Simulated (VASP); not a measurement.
# CaSe in VASP: a series of runs, part 2 of 2

VASP 6.6.1.

## Step 3: Single point, PBE (epitaxial xy strain +1.0%)

Contents of INCAR:

```
SYSTEM = CaSe
PREC = Accurate ; ENCUT = 520
EDIFF = 1E-6 ; ISMEAR = 0
SIGMA = 0.01 ; LREAL = .FALSE.
LASPH = .TRUE. ; NELM = 60
ALGO = Normal ; ISIF = 2
LWAVE = .FALSE. ; LCHARG = .FALSE.
GGA = PE ; NBANDS = 15
```

Contents of KPOINTS:

```
Automatic mesh
0
G
  4 4 4
  0 0 0
```

Contents of POSCAR:

```
CaSe
1.0
    0.0000000000      2.9972104638      2.9573152465
    2.9972104638      0.0000000000      2.9573152465
    2.9972104638      2.9972104638      0.0000000000
Ca Se
1 1
Direct
    0.0000000000      0.0000000000      0.0000000000
    0.5000000000      0.5000000000      0.5000000000
```

Potentials or basis: VASP PAW PBE potentials, release 64 (Ca_sv, Se).

Run with:

```console
$ cat potpaw_PBE.64/Ca_sv/POTCAR potpaw_PBE.64/Se/POTCAR > POTCAR
$ mpirun -np 1 vasp_std > vasp.out
```

OUTCAR:

```text
SYSTEM = CaSe
   PREC = Accurate
   ENCUT = 520
   EDIFF = 1E-6
   ISMEAR = 0
   LREAL = .FALSE.
   LASPH = .TRUE.
   NELM = 60
   ISIF = 2
   GGA = PE

 ion  position               nearest neighbor table
   1  0.000  0.000  0.000-   2 2.96   2 2.96
   2  0.500  0.500  0.500-   1 2.96   1 2.96

  LATTYP: Found a body centered tetragonal cell.
 ALAT       =     4.2386956872
 C/A-ratio  =     1.3953892729

  Lattice vectors:

 A1 = (   0.0000000000,  -2.9972104638,  -2.9573152465)
 A2 = (   0.0000000000,   2.9972104638,  -2.9573152465)
 A3 = (   2.9972104638,   0.0000000000,   2.9573152465)

Analysis of symmetry for initial positions (statically):
=====================================================================
 Subroutine PRICEL returns:
 Original cell was already a primitive cell.

 Routine SETGRP: Setting up the symmetry group for a
 body centered tetragonal supercell.

 Subroutine GETGRP returns: Found 16 space group operations
 (whereof 16 operations were pure point group operations)
 out of a pool of 16 trial point group operations.

The static configuration has the point symmetry D_4h.

Analysis of symmetry for dynamics (positions and initial velocities):
=====================================================================
 Subroutine PRICEL returns:
 Original cell was already a primitive cell.

 Routine SETGRP: Setting up the symmetry group for a
 body centered tetragonal supercell.

 Subroutine GETGRP returns: Found 16 space group operations
 (whereof 16 operations were pure point group operations)
 out of a pool of 16 trial point group operations.

The dynamic configuration has the point symmetry D_4h.

 Subroutine INISYM returns: Found 16 space group operations
 (whereof 16 operations are pure point group operations),
 and found     1 'primitive' translations

----------------------------------------------------------------------------------------

                                     Primitive cell

  volume of cell :      53.1327

  direct lattice vectors                    reciprocal lattice vectors
     0.000000000  2.997210464  2.957315246    -0.166821785  0.166821785  0.169072269
     2.997210464  0.000000000  2.957315246     0.166821785 -0.166821785  0.169072269
     2.997210464  2.997210464  0.000000000     0.166821785  0.166821785 -0.169072269

  length of vectors
     4.210580011  4.210580011  4.238695687     0.290248942  0.290248942  0.290248942

  position of ions in fractional coordinates (direct lattice)
     0.000000000  0.000000000  0.000000000
     0.500000000  0.500000000  0.500000000

  ion indices of the primitive-cell ions
   primitive index   ion index
                 1           1
                 2           2

----------------------------------------------------------------------------------------

 KPOINTS: Automatic mesh

Automatic generation of k-mesh.
 Grid dimensions read from file:
 generate k-points for:    4    4    4

 Generating k-lattice:

  Cartesian coordinates                     Fractional coordinates (reciprocal lattice)
    -0.041705446  0.041705446  0.042268067     0.250000000  0.000000000  0.000000000
     0.041705446 -0.041705446  0.042268067     0.000000000  0.250000000  0.000000000
     0.041705446  0.041705446 -0.042268067     0.000000000  0.000000000  0.250000000

  Length of vectors
     0.072562235  0.072562235  0.072562235

[... 25 lines left out ...]
   total plane-waves  NPLWV =  32768
   dimension x,y,z NGX =    32 NGY =   32 NGZ =   32
   dimension x,y,z NGXF=    64 NGYF=   64 NGZF=   64
   ions per type =               1   1
   NGX,Y,Z   is equivalent  to a cutoff of  12.63, 12.63, 12.55 a.u.
   NGXF,Y,Z  is equivalent  to a cutoff of  25.27, 25.27, 25.10 a.u.
 SYSTEM =  CaSe
   PREC   = accura    normal or accurate (medium, high low for compatibility)
   ISTART =      0    job   : 0-new  1-cont  2-samecut
   ICHARG =      2    charge: 1-file 2-atom 10-const
   ISPIN  =      1    spin polarized calculation?
   LNONCOLLINEAR =      F non collinear calculations
   LSORBIT =      F    spin-orbit coupling
   LASPH  =      T    aspherical Exc in radial PAW
   ENCUT  =  520.0 eV  38.22 Ry    6.18 a.u.   7.83  7.83  7.88*2*pi/ulx,y,z
   NELM   =     60;   NELMIN=  2; NELMDL= -5     # of ELM steps
   EDIFF  = 0.1E-05   stopping-criterion for ELM
   LREAL  =      F    real-space projection
   EDIFFG = 0.1E-04   stopping-criterion for IOM
   NSW    =      0    number of steps for IOM
   IBRION =     -1    ionic relax: 0-MD 1-quasi-New 2-CG
   NFREE  =      0    steps in history (QN), initial steepest desc. (CG)
   ISIF   =      2    stress and relaxation
   ISYM   =      2    0-nonsym 1-usesym 2-fastsym
   POTIM  = 0.5000    time-step for ionic-motion
   TEBEG  =    0.0;   TEEND  =   0.0 temperature during run
   PSTRESS=    0.0 pullay stress
   NELECT =      16.0000    total number of electrons
   NUPDOWN=      -1.0000    fix difference up-down
   EMIN   =  10.00;   EMAX   =-10.00  energy-range for DOS
   EFERMI =   0.00;   METHOD = LEGACY
   ISMEAR =     0;   SIGMA  =   0.01  broadening in eV -4-tet -1-fermi 0-gaus
   EFERMI_NEDOS =   21; number of points for ismear=-14 and -15
   IALGO  =     38    algorithm
   IMIX   =      4    mixing-type and parameters
     AMIX     =   0.40;   BMIX     =  1.00
     AMIX_MAG =   1.60;   BMIX_MAG =  1.00
  volume/ion in A,a.u.               =      26.57       179.28
  Fermi-wavevector in a.u.,A,eV,Ry     =   1.097305  2.073606 16.382487  1.204079
  Thomas-Fermi vector in A             =   2.233663
   LORBIT       =      0    0 simple, 1 ext, 2 COOP (PROOUT), +10 PAW based schemes
   GGA     = PE    functional components
   LHFCALC =     F    Hartree Fock is set to
   AEXX    =    0.0000 exact exchange contribution
   IVDW    =     0    specifies the selected vdW correction
   LEPSILON=     F    determine dielectric tensor
   LRPA    =     F    only Hartree local field effects (RPA)
 non-spin polarized calculation
 Gauss-broadening in eV      SIGMA  =   0.01
  energy-cutoff  :      520.00
  volume of cell :       53.13
 maximum number of plane-waves:      1440
   NGX = 15   NGY = 15   NGZ = 15

 number of electron      15.9999997 magnetization

 Free energy of the ion-electron system (eV)
  ---------------------------------------------------
  ext. energy  EPLUGINS =         0.00000000
  ---------------------------------------------------
  free energy    TOTEN  =        -9.46898482 eV

  energy without entropy =       -9.46898482  energy(sigma->0) =       -9.46898482

 E-fermi :   2.3589     XC(G=0):  -9.0396

 val. band max:        2.2798516523   @ k =   0.0000   0.0000   0.0000
 cond. band min:       4.3482459478   @ k =   0.5000   0.5000   0.0000
 fundamental gap:      2.0683942955
 Fermi energy:         2.3589121458

 k-point     1 :       0.0000    0.0000    0.0000
  band No.  band energies     occupation
      1     -37.5680      2.00000
      2     -18.5586      2.00000
      3     -18.5586      2.00000
      4     -18.5543      2.00000
      5      -9.4293      2.00000
      6       2.2764      2.00000
      7       2.2764      2.00000
      8       2.2799      2.00000
      9       5.4674      0.00000
     10       5.9517      0.00000
     11       5.9517      0.00000
     12       6.0364      0.00000
     13       6.4995      0.00000
     14       6.5525      0.00000
[... 203 lines left out ...]
      2     -18.6086      2.00000
      3     -18.6086      2.00000
      4     -18.5909      2.00000
      5      -8.7941      2.00000
      6       0.3497      2.00000
      7       0.3497      2.00000
      8       0.6177      2.00000
      9       6.7072      0.00000
     10       6.7072      0.00000
     11       7.4041      0.00000
     12       7.8680      0.00000
     13       8.2012      0.00000
     14      10.8313      0.00000
     15      11.2158      0.00000

------------------------ aborting loop because EDIFF is reached ----------------------------------------

  FORCE on cell =-STRESS in cart. coord.  units (eV):
  Direction    XX          YY          ZZ          XY          YZ          ZX
  --------------------------------------------------------------------------------------
  -------------------------------------------------------------------------------------
  Total       -0.1085898     -0.1085898      0.2757214      0.0000000      0.0000000      0.0000000
  in kB       -3.2744431     -3.2744431      8.3141724      0.0000000      0.0000000      0.0000000
  external PRESSURE =       0.5884287 kB  Pullay stress =       0.0000000 kB

 VOLUME and BASIS-vectors are now :
 -----------------------------------------------------------------------------
  energy-cutoff  :      520.00
  volume of cell :       53.13
      direct lattice vectors                 reciprocal lattice vectors
     0.000000000  2.997210464  2.957315246    -0.166821785  0.166821785  0.169072269
     2.997210464  0.000000000  2.957315246     0.166821785 -0.166821785  0.169072269
     2.997210464  2.997210464  0.000000000     0.166821785  0.166821785 -0.169072269

 POSITION                                       TOTAL-FORCE (eV/Angst)
 -----------------------------------------------------------------------------------
      0.00000      0.00000      0.00000        -0.000000      0.000000     -0.000000
      2.99721      2.99721      2.95732         0.000000     -0.000000      0.000000
 -----------------------------------------------------------------------------------
    total drift:                                0.000000     -0.000000     -0.000000

  FREE ENERGIE OF THE ION-ELECTRON SYSTEM (eV)
  ---------------------------------------------------
  free  energy   TOTEN  =        -9.4689848211 eV

  energy  without entropy=       -9.4689848211  energy(sigma->0) =       -9.46898482
```

OSZICAR:

```text
N       E                     dE             d eps       ncg     rms          rms(c)
DAV:   1     0.107121743713E+03    0.10712E+03   -0.73483E+03   390   0.972E+02
DAV:   2    -0.494066410787E+01   -0.11206E+03   -0.10649E+03   488   0.249E+02
DAV:   3    -0.940953345499E+01   -0.44689E+01   -0.44288E+01   530   0.462E+01
DAV:   4    -0.961803610944E+01   -0.20850E+00   -0.20848E+00   530   0.853E+00
DAV:   5    -0.961901155582E+01   -0.97545E-03   -0.97541E-03   516   0.689E-01    0.428E+00
DAV:   6    -0.947134957231E+01    0.14766E+00   -0.20225E-01   460   0.233E+00    0.254E+00
DAV:   7    -0.946448061506E+01    0.68690E-02   -0.10718E-01   505   0.201E+00    0.824E-01
DAV:   8    -0.946873351986E+01   -0.42529E-02   -0.12431E-02   411   0.848E-01    0.112E-01
DAV:   9    -0.946884401633E+01   -0.11050E-03   -0.70591E-04   453   0.257E-01    0.512E-02
DAV:  10    -0.946896451410E+01   -0.12050E-03   -0.15603E-04   432   0.770E-02    0.171E-02
DAV:  11    -0.946898670805E+01   -0.22194E-04   -0.58546E-05   425   0.662E-02    0.100E-02
DAV:  12    -0.946898535983E+01    0.13482E-05   -0.29844E-06   468   0.129E-02    0.516E-03
DAV:  13    -0.946898482110E+01    0.53873E-06   -0.12872E-06   364   0.675E-03
   1 F= -.94689848E+01 E0= -.94689848E+01  d E =-.635202E-31
```

It took 6.4 s on 1 thread of AMD EPYC 9R45 (Zen 5), shared host; peak memory 0.14 GiB.

Results:

```
Free energy            : -9.4690 eV
Pressure               : 0.1 GPa
Band gap on the k mesh : 2.07 eV, indirect (least direct gap 2.96 eV)
```

Stress tensor (GPa, compression positive):
```
-0.33  0.00  0.00
 0.00 -0.33  0.00
 0.00  0.00  0.83
```

Levels at points of the mesh, in eV from the valence-band top:
| k point | band 6 | band 7 | band 8 | band 9 | band 10 | band 11 |
| --- | --- | --- | --- | --- | --- | --- |
| (0.00, 0.00, 0.00) | 0.00 | 0.00 | 0.00 | 3.19 | 3.67 | 3.67 |
| (0.50, 0.00, 0.00) | -3.19 | -1.15 | -1.15 | 4.46 | 5.39 | 5.42 |
| (0.50, 0.50, 0.00) | -2.43 | -0.94 | -0.94 | 2.07 | 4.91 | 5.00 |
| (0.50, 0.00, 0.50) | -2.47 | -0.91 | -0.88 | 2.08 | 4.90 | 5.00 |

Caveat: the k points lie up to 0.46 Å⁻¹ apart; the cell differs from its parent crystal (epitaxial xy strain +1.0%).

## Step 4: Single point, PBE (uniaxial z strain +2.0%)

Contents of INCAR:

```
SYSTEM = CaSe
ALGO     = Normal         ! electronic algorithm
EDIFF    = 1E-7           ! SCF threshold, eV
ENCUT    = 520            ! plane-wave cutoff, eV
GGA      = PE             ! functional
ISIF     = 2              ! what is computed and relaxed
ISMEAR   = 0              ! smearing method
LASPH    = .True.         ! aspherical terms in the spheres
LCHARG   = .False.        ! write CHGCAR
LREAL    = .False.        ! projectors in reciprocal space
LWAVE    = .False.        ! write WAVECAR
NBANDS   = 15             ! bands
NELM     = 80             ! most SCF steps
PREC     = Accurate       ! precision mode
SIGMA    = 0.01           ! smearing width, eV
```

Contents of KPOINTS:

```
k-points
0
Gamma
  4 4 4
  0 0 0
```

Contents of POSCAR:

```
CaSe
1.0
    0.0000000000      2.9675351127      3.0268858150
    2.9675351127      0.0000000000      3.0268858150
    2.9675351127      2.9675351127      0.0000000000
Ca Se
1 1
Direct
    0.0000000000      0.0000000000      0.0000000000
    0.5000000000      0.5000000000      0.5000000000
```

Potentials or basis: VASP PAW PBE potentials, release 64 (Ca_sv, Se).

Run with:

```console
$ cat potpaw_PBE.64/Ca_sv/POTCAR potpaw_PBE.64/Se/POTCAR > POTCAR
$ mpirun -np 1 vasp_std > vasp.out
```

OUTCAR:

```text
SYSTEM = CaSe
   EDIFF = 1E-7
   ENCUT = 520
   GGA = PE
   ISIF = 2
   ISMEAR = 0
   LASPH = .True.
   LREAL = .False.
   NELM = 80
   PREC = Accurate

 ion  position               nearest neighbor table
   1  0.000  0.000  0.000-   2 2.97   2 2.97   2 2.97   2 2.97
   2  0.500  0.500  0.500-   1 2.97   1 2.97   1 2.97   1 2.97

  LATTYP: Found a body centered tetragonal cell.
 ALAT       =     4.1967284032
 C/A-ratio  =     1.4424978336

  Lattice vectors:

 A1 = (  -2.9675351127,   0.0000000000,   3.0268858150)
 A2 = (   2.9675351127,   0.0000000000,   3.0268858150)
 A3 = (   0.0000000000,   2.9675351127,  -3.0268858150)

Analysis of symmetry for initial positions (statically):
=====================================================================
 Subroutine PRICEL returns:
 Original cell was already a primitive cell.

 Routine SETGRP: Setting up the symmetry group for a
 body centered tetragonal supercell.

 Subroutine GETGRP returns: Found 16 space group operations
 (whereof 16 operations were pure point group operations)
 out of a pool of 16 trial point group operations.

The static configuration has the point symmetry D_4h.

[... 163 lines left out ...]
      7       2.2566      2.00000
      8       2.2566      2.00000
      9       5.4191      0.00000
     10       5.8754      0.00000
     11       6.0003      0.00000
     12       6.0003      0.00000
     13       6.4831      0.00000
     14       6.5289      0.00000
[... 203 lines left out ...]
      2     -18.6389      2.00000
      3     -18.6389      2.00000
      4     -18.6256      2.00000
      5      -8.8202      2.00000
      6       0.3428      2.00000
      7       0.3428      2.00000
      8       0.6996      2.00000
      9       6.5313      0.00000
     10       6.5313      0.00000
     11       7.4501      0.00000
     12       7.9179      0.00000
     13       8.2222      0.00000
     14      10.4177      0.00000
     15      10.9086      0.00000

------------------------ aborting loop because EDIFF is reached ----------------------------------------

  FORCE on cell =-STRESS in cart. coord.  units (eV):
  Direction    XX          YY          ZZ          XY          YZ          ZX
  --------------------------------------------------------------------------------------
  -------------------------------------------------------------------------------------
  Total        0.1505474      0.1505474     -0.3768865      0.0000000     -0.0000000     -0.0000000
  in kB        4.5244540      4.5244540    -11.3267014      0.0000000     -0.0000000     -0.0000000
  external PRESSURE =      -0.7592645 kB  Pullay stress =       0.0000000 kB

 VOLUME and BASIS-vectors are now :
 -----------------------------------------------------------------------------
  energy-cutoff  :      520.00
  volume of cell :       53.31
      direct lattice vectors                 reciprocal lattice vectors
     0.000000000  2.967535113  3.026885815    -0.168490003  0.168490003  0.165186277
     2.967535113  0.000000000  3.026885815     0.168490003 -0.168490003  0.165186277
     2.967535113  2.967535113  0.000000000     0.168490003  0.168490003 -0.165186277

 POSITION                                       TOTAL-FORCE (eV/Angst)
 -----------------------------------------------------------------------------------
      0.00000      0.00000      0.00000         0.000000     -0.000000      0.000000
      2.96754      2.96754      3.02689        -0.000000      0.000000     -0.000000
 -----------------------------------------------------------------------------------
    total drift:                                0.000000     -0.000000     -0.000000

  FREE ENERGIE OF THE ION-ELECTRON SYSTEM (eV)
  ---------------------------------------------------
  free  energy   TOTEN  =        -9.4671477757 eV

  energy  without entropy=       -9.4671477757  energy(sigma->0) =       -9.46714778
```

OSZICAR:

```text
N       E                     dE             d eps       ncg     rms          rms(c)
DAV:   1     0.107950421957E+03    0.10795E+03   -0.74060E+03   390   0.978E+02
DAV:   2    -0.487222617189E+01   -0.11282E+03   -0.10727E+03   495   0.239E+02
DAV:   3    -0.939809658911E+01   -0.45259E+01   -0.44723E+01   544   0.466E+01
DAV:   4    -0.961737905282E+01   -0.21928E+00   -0.21922E+00   538   0.843E+00
DAV:   5    -0.961833055563E+01   -0.95150E-03   -0.95149E-03   523   0.646E-01    0.428E+00
DAV:   6    -0.946950637792E+01    0.14882E+00   -0.20452E-01   467   0.234E+00    0.253E+00
DAV:   7    -0.946259606550E+01    0.69103E-02   -0.10750E-01   505   0.201E+00    0.826E-01
DAV:   8    -0.946689160446E+01   -0.42955E-02   -0.12532E-02   411   0.851E-01    0.112E-01
DAV:   9    -0.946700220103E+01   -0.11060E-03   -0.70039E-04   460   0.255E-01    0.518E-02
DAV:  10    -0.946712717057E+01   -0.12497E-03   -0.15734E-04   432   0.775E-02    0.171E-02
DAV:  11    -0.946714960622E+01   -0.22436E-04   -0.58912E-05   411   0.664E-02    0.100E-02
DAV:  12    -0.946714828046E+01    0.13258E-05   -0.29751E-06   475   0.129E-02    0.516E-03
DAV:  13    -0.946714775238E+01    0.52808E-06   -0.13013E-06   446   0.671E-03    0.183E-03
DAV:  14    -0.946714777570E+01   -0.23326E-07   -0.31970E-08   251   0.119E-03
   1 F= -.94671478E+01 E0= -.94671478E+01  d E =-.327259E-44
```

stdout:

```text
POSCAR found type information on POSCAR CaSe
 POSCAR found :  2 types and       2 ions
 scaLAPACK will be used
 LDA part: xc-table for (Slater+PW92), standard interpolation
 POSCAR, INCAR and KPOINTS ok, starting setup
 FFT: planning ... GRIDC
 FFT: planning ... GRID_SOFT
 FFT: planning ... GRID
 WAVECAR not read
 entering main loop
```

Wall time 6.7 s (1 thread of AMD EPYC 9R45 (Zen 5), shared host); peak memory 0.14 GiB.

Results:

| Property | Result |
| --- | --- |
| Free energy | -9.4671 eV |
| Pressure | -0.1 GPa |
| Band gap on the k mesh | 2.08 eV, indirect (least direct gap 2.95 eV) |

Caveat: the k points lie up to 0.46 Å⁻¹ apart; the cell differs from its parent crystal (uniaxial z strain +2.0%).

## Step 5: Overview

```csv
cell,gap on the mesh (eV),pressure (GPa)
"a = 4.197 Å, angles 60.0°, 2 atoms",2.04,0.9
"a = 4.211, b = 4.211, c = 4.239 Å, angles 59.8, 59.8, 60.4°, 2 atoms",2.07,0.1
"a = 4.239, b = 4.239, c = 4.197 Å, angles 60.3, 60.3, 59.3°, 2 atoms",2.08,-0.1
```

Alike in all rows: task single point; level PBE; potentials or basis VASP PAW PBE potentials, release 64 (Ca_sv, Se); no spin polarisation; k mesh 4 × 4 × 4; cutoff (eV) 520; smearing gaussian 0.01 eV.

Caveats: all runs use coarse meshes.

Absolute energies hang on the potentials; compare differences alone.
